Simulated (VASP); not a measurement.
Input of a VASP 6.6.1 run:

The input INCAR:

```
PREC = Accurate
ENCUT = 520
EDIFF = 1E-6
ISMEAR = -1
SIGMA = 0.05
LREAL = Auto
LASPH = T
NELM = 120
ALGO = Normal
ISIF = 2
LWAVE = F
LCHARG = F
GGA = PS
NBANDS = 295
NELECT = 512.0
ISYM = 0
GGA_COMPAT = F
```

File KPOINTS:

```
Automatic mesh
0
Gamma
  1 1 1
  0.25 0.25 0.25
```

File POSCAR:

```
Sr32BeO32
1.0
   10.2454930000      0.0000000000      0.0000000000
    0.0000000000     10.2454930000      0.0000000000
    0.0000000000      0.0000000000     10.2454930000
O Sr Be
32 32 1
Direct
    0.2514820000      0.0025260000      0.0025990000
    0.2493340000      0.9928390000      0.5008020000
    0.2493160000      0.5007140000      0.9929370000
    0.2780520000      0.4719590000      0.4720950000
    0.7499730000      0.0000560000      0.0001310000
    0.7475200000      0.0025500000      0.4986450000
    0.7475060000      0.4985640000      0.0026130000
    0.7571820000      0.5007480000      0.5008040000
    0.0031800000      0.2508370000      0.0026010000
    0.9934870000      0.2486850000      0.5008040000
    0.0007070000      0.7493440000      0.0001360000
    0.0031950000      0.7468730000      0.4986430000
    0.5013920000      0.2486670000      0.9929080000
    0.4726340000      0.2773800000      0.4720590000
    0.4992100000      0.7468530000      0.0026200000
    0.5013770000      0.7565420000      0.5008060000
    0.0031920000      0.0025390000      0.2509010000
    0.0007170000      0.0000620000      0.7494000000
    0.9935190000      0.5007480000      0.2487470000
    0.0031920000      0.4985800000      0.7469410000
    0.5014070000      0.9928370000      0.2487590000
    0.4992260000      0.0025410000      0.7469400000
    0.4726870000      0.4719810000      0.2774610000
    0.5013840000      0.5007350000      0.7565990000
    0.2780710000      0.2773450000      0.2774790000
    0.2493130000      0.2486530000      0.7566370000
    0.2493250000      0.7565540000      0.2487340000
    0.2514790000      0.7468580000      0.7469330000
    0.7572100000      0.2486700000      0.2487290000
    0.7475140000      0.2508290000      0.7469210000
    0.7475150000      0.7468650000      0.2509100000
    0.7499710000      0.7493250000      0.7493930000
    0.0006160000      0.9999780000      0.0000460000
    0.9969260000      0.9962740000      0.5007520000
    0.9969400000      0.5006930000      0.9963670000
    0.9995510000      0.4983840000      0.4984410000
    0.5013330000      0.9962780000      0.9963410000
    0.4990140000      0.9989130000      0.4984300000
    0.4990240000      0.4983750000      0.9989860000
    0.5177130000      0.5170920000      0.5171410000
    0.2516880000      0.2510390000      0.9989930000
    0.2329300000      0.2323150000      0.5171400000
    0.2493530000      0.7531150000      0.9963630000
    0.2516770000      0.7504810000      0.4984260000
    0.7537580000      0.2486930000      0.9963340000
    0.7511090000      0.2510280000      0.4984110000
    0.7500740000      0.7494160000      0.0000510000
    0.7537780000      0.7531340000      0.5007730000
    0.2516880000      0.9989370000      0.2510940000
    0.2493540000      0.9962790000      0.7531940000
    0.2330230000      0.5170200000      0.2324440000
    0.2516800000      0.4983630000      0.7505370000
    0.7537620000      0.9962650000      0.2487670000
    0.7500610000      0.9999740000      0.7494810000
    0.7511010000      0.4983750000      0.2511010000
    0.7537710000      0.5006940000      0.7531820000
    0.9995390000      0.2510410000      0.2511000000
    0.9969120000      0.2486930000      0.7532010000
    0.9969420000      0.7531150000      0.2487740000
    0.0006320000      0.7494180000      0.7495030000
    0.5177150000      0.2323240000      0.2323670000
    0.4989950000      0.2510360000      0.7505200000
    0.4990100000      0.7504590000      0.2511080000
    0.5013480000      0.7531200000      0.7531990000
    0.3753950000      0.3746280000      0.3748340000
```

Potentials or basis: VASP PAW PBE potentials, release 64 (O, Sr_sv, Be).

Run with:

```bash
$ cat potpaw_PBE.64/O/POTCAR potpaw_PBE.64/Sr_sv/POTCAR potpaw_PBE.64/Be/POTCAR > POTCAR
$ mpirun -np 1 vasp_std > vasp.out
```

(1) Estimate the largest force.

## Answers

(1) 0.069 eV/Å.

Caveat: the cell carries a net charge on a neutralising background, which shifts energy and pressure; the PAW data sets were made with another functional, which shifts forces and pressure a little.
